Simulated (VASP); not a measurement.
# Hf4F3: single point with PBE

Crystal: Hf4F3.

```
Hf F
1.0
     3.18686    0.00000    0.00000
    -1.59343    2.75990    0.00000
     0.00000    0.00000   13.76484
Hf F
4 3
Cartesian
  1.5934 0.9200 12.0165
  0.0000 1.8399 1.7484
  1.5934 0.9200 4.1413
  0.0000 1.8399 9.6235
  0.0000 0.0000 0.0000
  0.0000 1.8399 5.5352
  1.5934 0.9200 8.2296
```

| Property | Result |
| --- | --- |
| Program | VASP 6.6.1 |
| Task | single point |
| Functional | PBE |
| Potentials or basis | VASP PAW PBE potentials, release 64 (Hf_pv, F) |
| Cutoff | 520 eV |
| k mesh | 6 × 6 × 2 |
| Occupations | gaussian, width 0.2 eV |
| Spin | no spin polarisation |
| Dipole correction | no |
| Further INCAR settings | ALGO = Normal; EDIFF = 1e-06; NBANDS = 40 |

- Pressure: -1.1 GPa
- Largest force: 0.138 eV/Å
- Band gap on the k mesh: zero (an odd number of electrons rules out a gap without spin polarisation)

Forces on the atoms (eV/Å):
```
Hf   0.000  0.000  0.017
Hf   0.000  0.000 -0.017
Hf   0.000  0.000  0.074
Hf   0.000  0.000 -0.074
F    0.000  0.000  0.000
F    0.000  0.000 -0.138
F    0.000  0.000  0.138
```

Levels at points of the mesh, in eV from the Fermi level:
| k point | band 27 | band 28 | band 29 | band 30 | band 31 | band 32 | band 33 | band 34 |
| --- | --- | --- | --- | --- | --- | --- | --- | --- |
| (0.00, 0.00, 0.00) | -3.11 | -2.69 | -0.21 | 0.69 | 0.69 | 0.90 | 0.95 | 0.95 |
| (0.50, 0.00, 0.00) | -2.27 | -2.08 | -1.88 | -1.73 | -0.08 | 0.69 | 1.46 | 1.61 |
| (0.00, 0.00, 0.50) | -2.89 | -2.85 | -0.18 | 0.69 | 0.69 | 0.93 | 0.95 | 0.95 |
| (0.50, 0.00, 0.50) | -2.24 | -2.12 | -1.87 | -1.74 | -0.07 | 0.68 | 1.46 | 1.61 |

Wall time 43 s on 1 thread of Intel(R) Xeon(R) 6975P-C (Granite Rapids), on a shared host, peak memory 0.25 GiB.

Caveat: the k points lie up to 0.38 Å⁻¹ apart, too coarse for converged energies and pressures of a metal; spin-orbit coupling is left out, which moves the levels of the heavy elements; an odd number of electrons without spin polarisation forces a metal; a magnetic or distorted state may lie lower.
